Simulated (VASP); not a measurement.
Sb:

```
CELL_PARAMETERS angstrom
0.00000 -2.37124 -2.37124
-2.37124 0.00000 -2.37124
2.37124 2.37124 -4.74249
ATOMIC_POSITIONS crystal
Sb 0.48982 0.45774 0.56015
Sb 0.01018 0.04226 0.93985
```

Base run:

| Item | Value |
| --- | --- |
| Program | VASP 6.6.1 |
| Functional | RPBE |
| Potentials or basis | VASP PAW PBE potentials, release 64 (Sb) |
| Cutoff | 520 eV |
| k mesh | 9 × 9 × 5 |
| Occupations | fermi-dirac, width 0.05 eV |
| Spin | no spin polarisation |

Its results: band gap on the k mesh zero (band 5 reaches 11.85 eV, above the bottom of band 6 at 7.43 eV); pressure 14.6 GPa; largest force 2.082 eV/Å.

Task: The run is repeated on the same cell with these changes: functional from RPBE to BLYP. What comes out?

Result: Band gap on the k mesh zero (band 5 reaches 12.12 eV, above the bottom of band 6 at 7.86 eV); pressure 19.1 GPa; largest force 2.112 eV/Å.

Caveats: the PAW data sets were made with another functional, which shifts forces and pressure a little; spin-orbit coupling is left out, which moves the levels of the heavy elements.
